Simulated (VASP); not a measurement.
# PrHRh3 (R3m) in VASP: further runs

PrHRh3 is run at these levels: PBE; tasks: single point, relaxation of shape and atoms at fixed volume.

Everything below comes from runs of VASP 6.6.1. Logs are shortened: lines on timing, memory, paths and dates and some standing lists are left out, and cuts for length are marked.

### 1 The cell of the first run

Symmetry: R3m, No. 160, trigonal system. The conventional cell has a = 5.898 Å, b = 5.898 Å, c = 7.236 Å, α = 90.00°, β = 90.00°, γ = 120.00°. Within 4.2 Å of Pr (site symmetry 3m) lie 12 Rh at 2.95 to 2.96 Å and 8 H at 3.22 to 4.02 Å and 6 Pr at 4.17 Å. Within 2.5 Å of H (site symmetry 3m) lie 6 Rh at 1.91 to 2.32 Å. Rh (site symmetry m) has 2 H at 1.91 to 2.32 Å within 2.5 Å.

The cell was built from a structure type or drawn by symmetry, and may not be a known phase.

### 2 Single point, PBE

The input, INCAR:

```
ALGO = Normal
EDIFF = 1E-6
ENCUT = 500
GGA = PE
GGA_COMPAT = False
ISIF = 2
ISMEAR = 0
LASPH = True
LCHARG = True
LELF = True
LMAXMIX = 6
LREAL = False
LVHAR = True
LWAVE = False
NBANDS = 36
NELM = 200
PREC = Accurate
SIGMA = 0.2
```

The input, KPOINTS:

```
k-points
0
Gamma
  4 4 4
```

The input, POSCAR:

```
PrHRh3
1.0
    2.9492327490      1.7027403229      2.4121311755
   -2.9492327490      1.7027403229      2.4121311755
    0.0000000000     -3.4054806418      2.4121311784
Pr H Rh
1 1 3
Direct
   -0.0008951542     -0.0008951542     -0.0008951542
    0.5540236769      0.5540236769      0.5540236769
    0.4980833605      0.0043705763      0.4980833605
    0.4980833605      0.4980833605      0.0043705763
    0.0043705763      0.4980833605      0.4980833605
```

Potentials or basis: VASP PAW PBE potentials, release 64 (Pr_3, H, Rh_pv), 4f in core.

Launch:

```console
$ cat potpaw_PBE.64/Pr_3/POTCAR potpaw_PBE.64/H/POTCAR potpaw_PBE.64/Rh_pv/POTCAR > POTCAR
$ mpirun -np 1 vasp_std > vasp.out
```

OUTCAR:

```text
EDIFF = 1E-6
   ENCUT = 500
   GGA = PE
   ISIF = 2
   ISMEAR = 0
   LASPH = True
   LREAL = False
   NELM = 200
   PREC = Accurate

 ion  position               nearest neighbor table
   1  0.999  0.999  0.999-   4 2.95   3 2.95   5 2.95   4 2.95   4 2.95   3 2.95   5 2.95   3 2.95
                             5 2.95   4 2.96   3 2.96   5 2.96
   2  0.554  0.554  0.554-   3 1.91   5 1.91   4 1.91
   3  0.498  0.004  0.498-   2 1.91   5 2.91   4 2.91   1 2.95   1 2.95   1 2.95   5 2.95   5 2.95
                             4 2.95   4 2.95   1 2.96   5 2.99   4 2.99
   4  0.498  0.498  0.004-   2 1.91   3 2.91   5 2.91   1 2.95   1 2.95   1 2.95   5 2.95   3 2.95
                             3 2.95   5 2.95   1 2.96   5 2.99   3 2.99
   5  0.004  0.498  0.498-   2 1.91   3 2.91   4 2.91   1 2.95   1 2.95   1 2.95   3 2.95   3 2.95
                             4 2.95   4 2.95   1 2.96   3 2.99   4 2.99

  LATTYP: Found a trigonal (rhomboedric) cell.
 ALAT       =     4.1732092235
 COS(alpha) =     0.0011327501

  Lattice vectors:

 A1 = (   2.9492327490,   1.7027403229,   2.4121311755)
 A2 = (  -2.9492327490,   1.7027403229,   2.4121311755)
 A3 = (   0.0000000000,  -3.4054806418,   2.4121311784)

Analysis of symmetry for initial positions (statically):
=====================================================================
 Subroutine PRICEL returns:
 Original cell was already a primitive cell.

 Routine SETGRP: Setting up the symmetry group for a
 trigonal (rhombohedral) supercell.

 Subroutine GETGRP returns: Found  6 space group operations
 (whereof  6 operations were pure point group operations)
 out of a pool of 12 trial point group operations.

The static configuration has the point symmetry C_3v.

Analysis of symmetry for dynamics (positions and initial velocities):
=====================================================================
 Subroutine PRICEL returns:
 Original cell was already a primitive cell.

 Routine SETGRP: Setting up the symmetry group for a
 trigonal (rhombohedral) supercell.

 Subroutine GETGRP returns: Found  6 space group operations
 (whereof  6 operations were pure point group operations)
 out of a pool of 12 trial point group operations.

The dynamic configuration has the point symmetry C_3v.

 Subroutine INISYM returns: Found  6 space group operations
 (whereof  6 operations are pure point group operations),
 and found     1 'primitive' translations

----------------------------------------------------------------------------------------

                                     Primitive cell

  volume of cell :      72.6791

  direct lattice vectors                    reciprocal lattice vectors
     2.949232749  1.702740323  2.412131175     0.169535619  0.097881435  0.138190384
    -2.949232749  1.702740323  2.412131175    -0.169535619  0.097881435  0.138190384
     0.000000000 -3.405480642  2.412131178     0.000000000 -0.195762871  0.138190384

  length of vectors
     4.173209223  4.173209223  4.173209224     0.239624047  0.239624047  0.239624047

  position of ions in fractional coordinates (direct lattice)
     0.999104846  0.999104846  0.999104846
     0.554023677  0.554023677  0.554023677
     0.498083360  0.004370576  0.498083360
     0.498083360  0.498083360  0.004370576
     0.004370576  0.498083360  0.498083360

  ion indices of the primitive-cell ions
   primitive index   ion index
                 1           1
                 2           2
                 3           3
                 4           4
                 5           5

----------------------------------------------------------------------------------------

 KPOINTS: k-points

Automatic generation of k-mesh.
 Grid dimensions read from file:
 generate k-points for:    4    4    4

 Generating k-lattice:

  Cartesian coordinates                     Fractional coordinates (reciprocal lattice)
     0.042383905  0.024470359  0.034547596     0.250000000  0.000000000  0.000000000
    -0.042383905  0.024470359  0.034547596     0.000000000  0.250000000  0.000000000
     0.000000000 -0.048940718  0.034547596     0.000000000  0.000000000  0.250000000

  Length of vectors
     0.059906012  0.059906012  0.059906012

  Shift w.r.t. Gamma in fractional coordinates (k-lattice)
     0.000000000  0.000000000  0.000000000

 Subroutine IBZKPT returns following result:
 ===========================================

 Found     13 irreducible k-points:

 Following reciprocal coordinates:
            Coordinates               Weight
  0.000000  0.000000  0.000000      1.000000
  0.250000  0.000000  0.000000      6.000000
  0.500000  0.000000  0.000000      3.000000
  0.250000  0.250000  0.000000      6.000000
  0.500000  0.250000  0.000000     12.000000
 -0.250000  0.250000  0.000000      6.000000
  0.500000  0.500000  0.000000      3.000000
  0.250000  0.250000  0.250000      2.000000
  0.500000  0.250000  0.250000      6.000000
 -0.250000  0.250000  0.250000      6.000000
  0.500000  0.500000  0.250000      6.000000
 -0.250000  0.500000  0.250000      6.000000
  0.500000  0.500000  0.500000      1.000000
   k-points           NKPTS =     13   k-points in BZ     NKDIM =     13   number of bands    NBANDS=     36
   number of dos      NEDOS =    301   number of ions     NIONS =      5
   total plane-waves  NPLWV =  27000
   dimension x,y,z NGX =    30 NGY =   30 NGZ =   30
   dimension x,y,z NGXF=    60 NGYF=   60 NGZF=   60
   ions per type =               1   1   3
   NGX,Y,Z   is equivalent  to a cutoff of  11.95, 11.95, 11.95 a.u.
   NGXF,Y,Z  is equivalent  to a cutoff of  23.90, 23.90, 23.90 a.u.
 SYSTEM =  unknown system
   PREC   = accura    normal or accurate (medium, high low for compatibility)
   ISTART =      0    job   : 0-new  1-cont  2-samecut
   ICHARG =      2    charge: 1-file 2-atom 10-const
   ISPIN  =      1    spin polarized calculation?
   LNONCOLLINEAR =      F non collinear calculations
   LSORBIT =      F    spin-orbit coupling
   LASPH  =      T    aspherical Exc in radial PAW
   ENCUT  =  500.0 eV  36.75 Ry    6.06 a.u.   7.61  7.61  7.61*2*pi/ulx,y,z
   NELM   =    200;   NELMIN=  2; NELMDL= -5     # of ELM steps
   EDIFF  = 0.1E-05   stopping-criterion for ELM
   LREAL  =      F    real-space projection
   EDIFFG = 0.1E-04   stopping-criterion for IOM
   NSW    =      0    number of steps for IOM
   IBRION =     -1    ionic relax: 0-MD 1-quasi-New 2-CG
   NFREE  =      0    steps in history (QN), initial steepest desc. (CG)
   ISIF   =      2    stress and relaxation
   ISYM   =      2    0-nonsym 1-usesym 2-fastsym
   POTIM  = 0.5000    time-step for ionic-motion
   TEBEG  =    0.0;   TEEND  =   0.0 temperature during run
   PSTRESS=    0.0 pullay stress
   NELECT =      57.0000    total number of electrons
   NUPDOWN=      -1.0000    fix difference up-down
   EMIN   =  10.00;   EMAX   =-10.00  energy-range for DOS
   EFERMI =   0.00;   METHOD = LEGACY
   ISMEAR =     0;   SIGMA  =   0.20  broadening in eV -4-tet -1-fermi 0-gaus
   EFERMI_NEDOS =   21; number of points for ismear=-14 and -15
   IALGO  =     38    algorithm
   IMIX   =      4    mixing-type and parameters
     AMIX     =   0.40;   BMIX     =  1.00
     AMIX_MAG =   1.60;   BMIX_MAG =  1.00
  volume/ion in A,a.u.               =      14.54        98.09
  Fermi-wavevector in a.u.,A,eV,Ry     =   1.509721  2.852958 31.011163  2.279256
  Thomas-Fermi vector in A             =   2.620005
   LORBIT       =      0    0 simple, 1 ext, 2 COOP (PROOUT), +10 PAW based schemes
   GGA     = PE    functional components
   LHFCALC =     F    Hartree Fock is set to
   AEXX    =    0.0000 exact exchange contribution
   IVDW    =     0    specifies the selected vdW correction
   LEPSILON=     F    determine dielectric tensor
   LRPA    =     F    only Hartree local field effects (RPA)
 non-spin polarized calculation
 Gauss-broadening in eV      SIGMA  =   0.20
  energy-cutoff  :      500.00
  volume of cell :       72.68
 maximum number of plane-waves:      1856
   NGX = 15   NGY = 15   NGZ = 15

 number of electron      56.9999992 magnetization

 Free energy of the ion-electron system (eV)
  ---------------------------------------------------
  ext. energy  EPLUGINS =         0.00000000
  ---------------------------------------------------
  free energy    TOTEN  =       -31.56836880 eV

  energy without entropy =      -31.48835166  energy(sigma->0) =      -31.52836023

 E-fermi :   8.1045     XC(G=0): -12.5730

 val. band max:        8.0795317572   @ k =   0.2500   0.0000   0.0000
 cond. band min:       8.1621502768   @ k =   0.5000   0.2500   0.2500
 fundamental gap:      0.0826185195
 Fermi energy:         8.1044739640

 k-point     1 :       0.0000    0.0000    0.0000
  band No.  band energies     occupation
      1     -37.7777      2.00000
      2     -37.7546      2.00000
      3     -37.7546      2.00000
      4     -37.5642      2.00000
      5     -37.5642      2.00000
      6     -37.5541      2.00000
[... 28 lines left out ...]
     35      14.9518      0.00000
     36      14.9536      0.00000

 k-point     2 :       0.2500    0.0000    0.0000
  band No.  band energies     occupation
      1     -37.7624      2.00000
      2     -37.7425      2.00000
      3     -37.7371      2.00000
      4     -37.5728      2.00000
      5     -37.5665      2.00000
      6     -37.5579      2.00000
[... 28 lines left out ...]
     35      14.5056      0.00000
     36      14.7580      0.00000

 k-point     3 :       0.5000    0.0000    0.0000
  band No.  band energies     occupation
      1     -37.7461      2.00000
      2     -37.7285      2.00000
      3     -37.7108      2.00000
      4     -37.5960      2.00000
      5     -37.5770      2.00000
      6     -37.5736      2.00000
[... 28 lines left out ...]
     35      14.5136      0.00000
     36      14.5971      0.00000
[... 313 lines left out ...]
 k-point    12 :      -0.2500    0.5000    0.2500
  band No.  band energies     occupation
      1     -37.8198      2.00000
      2     -37.6816      2.00000
      3     -37.6514      2.00000
      4     -37.6382      2.00000
      5     -37.6328      2.00000
      6     -37.6085      2.00000
[... 28 lines left out ...]
     35      12.2500      0.00000
     36      13.9107      0.00000

 k-point    13 :       0.5000    0.5000    0.5000
  band No.  band energies     occupation
      1     -37.8800      2.00000
      2     -37.6651      2.00000
      3     -37.6603      2.00000
      4     -37.6603      2.00000
      5     -37.6231      2.00000
      6     -37.6231      2.00000
[... 28 lines left out ...]
     35      11.1694      0.00000
     36      14.4846      0.00000

------------------------ aborting loop because EDIFF is reached ----------------------------------------

  FORCE on cell =-STRESS in cart. coord.  units (eV):
  Direction    XX          YY          ZZ          XY          YZ          ZX
  --------------------------------------------------------------------------------------
  -------------------------------------------------------------------------------------
  Total        0.0900746      0.0900746     -0.0353048      0.0000000     -0.0000000      0.0000000
  in kB        1.9856519      1.9856519     -0.7782779      0.0000000     -0.0000000      0.0000000
  external PRESSURE =       1.0643420 kB  Pullay stress =       0.0000000 kB

 VOLUME and BASIS-vectors are now :
 -----------------------------------------------------------------------------
  energy-cutoff  :      500.00
  volume of cell :       72.68
      direct lattice vectors                 reciprocal lattice vectors
     2.949232749  1.702740323  2.412131175     0.169535619  0.097881435  0.138190384
    -2.949232749  1.702740323  2.412131175    -0.169535619  0.097881435  0.138190384
     0.000000000 -3.405480642  2.412131178     0.000000000 -0.195762871  0.138190384

 POSITION                                       TOTAL-FORCE (eV/Angst)
 -----------------------------------------------------------------------------------
      0.00000      0.00000      7.22992        -0.000000      0.000000      0.018782
      0.00000      0.00000      4.00913        -0.000000     -0.000000     -0.013923
      1.45607     -0.84066      2.41343         0.024265     -0.014009     -0.001620
      0.00000      1.68133      2.41343        -0.000000      0.028019     -0.001620
     -1.45607     -0.84066      2.41343        -0.024265     -0.014009     -0.001620
 -----------------------------------------------------------------------------------
    total drift:                                0.000000      0.000002     -0.000001

  FREE ENERGIE OF THE ION-ELECTRON SYSTEM (eV)
  ---------------------------------------------------
  free  energy   TOTEN  =       -31.5683687968 eV

  energy  without entropy=      -31.4883516603  energy(sigma->0) =      -31.52836023
```

It took 13 s on 1 thread of Intel Xeon 6975P-C (Granite Rapids), shared host; peak memory 0.18 GiB.

What came out:

- Free energy: -31.5684 eV
- Pressure: 0.1 GPa
- Largest force: 0.028 eV/Å
- Band gap on the k mesh: zero (an odd number of electrons rules out a gap without spin polarisation)

Forces in eV/Å, atoms in the order of the input:
```
Pr   0.000  0.000  0.019
H    0.000  0.000 -0.014
Rh   0.024 -0.014 -0.002
Rh   0.000  0.028 -0.002
Rh  -0.024 -0.014 -0.002
```

Stress tensor (GPa, compression positive):
```
 0.20  0.00  0.00
 0.00  0.20  0.00
 0.00  0.00 -0.08
```

Caveat: the k points lie up to 0.38 Å⁻¹ apart, too coarse for converged energies and pressures of a metal; spin-orbit coupling is left out, which moves the levels of the heavy elements; the 4f electrons are frozen in the core, so they carry no moment and show no levels. Spin polarisation is off, so any magnetic state and its effect on volume and gap are missing.

### 3 Relaxation of shape and atoms at fixed volume, PBE (13.72 Å³/atom)

This run uses another cell than the first one, of 13.72 Å³/atom.

The input, INCAR:

```
PREC = Accurate
ENCUT = 500
EDIFF = 1E-7
ISMEAR = 0
SIGMA = 0.1
LREAL = False
LASPH = True
NELM = 200
ALGO = Normal
ISIF = 4
LWAVE = False
LCHARG = False
GGA = PE
IBRION = 2
NSW = 50
EDIFFG = -0.01
GGA_COMPAT = False
NELMIN = 4
LMAXMIX = 6
```

The input, KPOINTS:

```
Automatic mesh
0
Gamma
  6 6 6
```

The input, POSCAR:

```
PrHRh3
1.0
    2.8935333767      1.6705822739      2.3649595494
   -2.8935333767      1.6705822739      2.3649595494
    0.0000000000     -3.3411645478      2.3649595494
Pr H Rh
1 1 3
Direct
    1.0007504772      1.0007504772      1.0007504772
    0.5487167263      0.5487167263      0.5487167263
    0.4996593545      0.0048799074      0.4996593545
    0.4996593545      0.4996593545      0.0048799074
    0.0048799074      0.4996593545      0.4996593545
```

Potentials or basis: VASP PAW PBE potentials, release 64 (Pr_3, H, Rh_pv), 4f in core.

Launch:

```console
$ cat potpaw_PBE.64/Pr_3/POTCAR potpaw_PBE.64/H/POTCAR potpaw_PBE.64/Rh_pv/POTCAR > POTCAR
$ mpirun -np 1 vasp_std > vasp.out
```

Run time: 5.3 min. Hardware: 1 thread of AMD EPYC 9R45 (Zen 5), shared host; peak memory 0.18 GiB.

Results (log left out):

```yaml
Free_energy: -31.3744 eV
Energy_gained_by_relaxing: 1.3 meV/atom
Ionic_steps: 15
Pressure_after_relaxing: 9.2 GPa
Largest_force_after_relaxing: 0.007 eV/Å
Band_gap_on_the_k_mesh: zero (an odd number of electrons rules out a gap without spin polarisation)
```

Forces on the atoms (eV/Å):
```
Pr   0.000  0.000  0.000
H    0.000  0.000 -0.006
Rh  -0.006  0.003  0.002
Rh   0.000 -0.007  0.002
Rh   0.006  0.003  0.002
```

Stress tensor (GPa, compression positive):
```
9.18 0.00 0.00
0.00 9.18 0.00
0.00 0.00 9.27
```

Step by step:
```csv
step,energy change (eV),largest force (eV/Å),pressure (GPa),volume (Å³)
1,0.0000,0.0609,9.87,68.59
2,-0.0003,0.0547,9.84,68.59
3,-0.0006,0.0420,9.79,68.59
4,-0.0009,0.0401,9.76,68.59
5,-0.0014,0.0624,9.68,68.59
6,-0.0014,0.0925,9.68,68.59
7,-0.0016,0.0891,9.68,68.59
8,-0.0023,0.0791,9.63,68.59
9,-0.0034,0.0585,9.55,68.59
10,-0.0049,0.0169,9.41,68.59
11,-0.0056,0.0686,9.22,68.59
12,-0.0057,0.0434,9.26,68.59
13,-0.0061,0.0224,9.22,68.59
14,-0.0061,0.0195,9.23,68.59
15,-0.0063,0.0071,9.21,68.59
```

Final structure:
```
Pr H Rh
1.0
     2.89495    1.67140    2.36265
    -2.89495    1.67140    2.36265
     0.00000   -3.34280    2.36265
Pr H Rh
1 1 3
Direct
  0.00869 0.00869 0.00869
  0.51915 0.51915 0.51915
  0.50838 0.00907 0.50838
  0.50838 0.50838 0.00907
  0.00907 0.50838 0.50838
```

Levels at points of the mesh, in eV from the Fermi level:
```
           k point  band 26  band 27  band 28  band 29  band 30  band 31
(0.00, 0.00, 0.00)     0.39     0.70     0.70     0.70     3.70     3.74
(0.50, 0.00, 0.00)    -0.98    -0.98    -0.82    -0.32     0.70     2.41
(0.50, 0.50, 0.00)    -1.39    -1.39    -0.93    -0.83    -0.62     2.95
(0.50, 0.50, 0.50)    -1.43     0.40     0.40     0.40     3.21     3.21
```

Caveat: spin-orbit coupling is left out, which moves the levels of the heavy elements; the 4f electrons are frozen in the core, so they carry no moment and show no levels.
